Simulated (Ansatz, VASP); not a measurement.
## Co: VASP beside Ansatz

Contents of INCAR:

```
ALGO = Normal
EDIFF = 1E-7
ENCUT = 520
GGA = PS
ISIF = 2
ISMEAR = 0
ISPIN = 2
LASPH = True
LCHARG = False
LMAXMIX = 4
LORBIT = 11
LREAL = False
LWAVE = False
MAGMOM = 1.8 1.8
NBANDS = 20
NELM = 150
PREC = Accurate
SIGMA = 0.1
```

File KPOINTS:

```
k-points
0
Gamma
  18 18 10
```

Contents of POSCAR:

```
Co
1.0
    2.4564188950      0.0000000000      0.0000000000
   -1.2282094475      2.1273211654      0.0000000000
    0.0000000000      0.0000000000      3.9694710891
Co
2
Direct
    0.6666666667      0.3333333333      0.2500068800
    0.3333333333      0.6666666667      0.7499931200
```

Input for Ansatz:

```yaml
crystal:
  lattice:
    - [2.456418895, 0.0, 0.0]
    - [-1.2282094475, 2.1273211654, 0.0]
    - [0.0, 0.0, 3.9694710891]
  atoms:
    - { symbol: Co, position: [0.6666666667, 0.3333333333, 0.25000688], spin: 1.8 }
    - { symbol: Co, position: [0.3333333333, 0.6666666667, 0.74999312], spin: 1.8 }
basis:
  ecutwfc: 420
kpoints:
  mp_grid: { grid: [18, 18, 10] }
  band_path:
    path:
      - [[0.0, 0.0, 0.0], [0.5, 0.0, 0.0], [0.33333333, 0.33333333, 0.0], [0.0, 0.0, 0.0], [0.0, 0.0, 0.5], [0.5, 0.0, 0.5], [0.33333333, 0.33333333, 0.5], [0.0, 0.0, 0.5]]
      - [[0.5, 0.0, 0.5], [0.5, 0.0, 0.0]]
      - [[0.33333333, 0.33333333, 0.5], [0.33333333, 0.33333333, 0.0]]
    npoints: 14
hamiltonian:
  xc: pbesol
scf:
  occupations: { method: gaussian, width: 0.1 }
  n_extra_bands: 6
output:
  forces: true
  stress: true
  eigenvalues: true
  populations: true
  dos: { projected: true, de: 0.02, nscf_kmesh: { grid: [27, 27, 15] } }
  bader: true
  write_density: true
  write_potential: true
  elf: true
  volumetric_format: npy
magnetization:
  spin_polarized: true
checkpoint:
  read: start.run
  write: ck
  compress: false
  write_wavefunctions: false
  write_every: 100000
```

Alike in both runs: task single point; functional PBEsol; k mesh 18 × 18 × 10; occupations gaussian, width 0.1 eV; collinear spin.

```csv
,VASP,Ansatz
version,VASP 6.6.1,Ansatz 0.2.0
potentials or method,"VASP PAW PBE potentials, release 64 (Co), cutoff 520 eV","scalar-relativistic, plane waves, PAW"
valence electrons in the cell,18,34
```

```tsv
	VASP	Ansatz	Ansatz less VASP
gap on the k mesh at the Fermi level (eV)	none	none	-
pressure (GPa)	-0.9	0.0	+0.90
traceless stress, the component that is largest in VASP (GPa)	-0.09	0.00	+0.093
net moment per atom (μB)	1.57	1.57	+0.005
size of the moment on the site where the two differ most (μB)	1.58	1.64	+0.063
```

VASP's potentials were made for PBE, not for PBEsol. Site moments also hang on the region over which each program counts them. A gap of «none» marks a metal or a gap that the smearing closes. VASP's potentials hold 18 valence electrons a cell and Ansatz's 34, so a difference there can come from the potentials and not from the codes. Ansatz's warnings: stability check not made, structure snapped to symmetry.
